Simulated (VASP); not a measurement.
## Os: single point with PBEsol

Os:

```xyz
2
Lattice="2.6883 0.0000 0.0000 -1.3442 2.3282 0.0000 0.0000 0.0000 4.2572" Properties=species:S:1:pos:R:3 pbc="T T T"
Os    1.3442    0.7761    3.1929
Os    0.0000    1.5521    1.0643
```

| Property | Result |
| --- | --- |
| Program | VASP 6.6.1 |
| Task | single point |
| Functional | PBEsol |
| Potentials or basis | VASP PAW PBE potentials, release 64 (Os_sv_GW) |
| Cutoff | 560 eV |
| k mesh | 11 × 11 × 6 |
| Occupations | fermi-dirac, width 0.05 eV |
| Spin | no spin polarisation |
| Dipole correction | no |
| Further INCAR settings | ALGO = Normal; EDIFF = 1e-06; NBANDS = 23 |

```json
{
  "Pressure": "18.6 GPa",
  "Band gap on the k mesh": "zero (bands 16 and 17 overlap by 4.21 eV)"
}
```

Levels at points of the mesh, in eV from the Fermi level:
```
           k point  band 12  band 13  band 14  band 15  band 16  band 17  band 18  band 19  band 20  band 21
(0.00, 0.00, 0.00)    -3.24    -2.99    -2.33    -2.33    -1.60    -1.60     0.05     1.87     1.87     9.59
(0.00, 0.00, 0.50)    -3.78    -3.43    -3.43    -3.43    -3.43     1.04     1.04     1.04     1.04    13.02
```

Run time: 42 s on 1 thread of Intel(R) Xeon(R) Platinum 8259CL CPU @ 2.50GHz (Skylake/Cascade Lake), with other jobs on the host, peak memory 0.18 GiB.

Caveat: the cell stands under pressure; the PAW data sets were made with another functional, which shifts forces and pressure a little; spin-orbit coupling is left out, which moves the levels of the heavy elements.
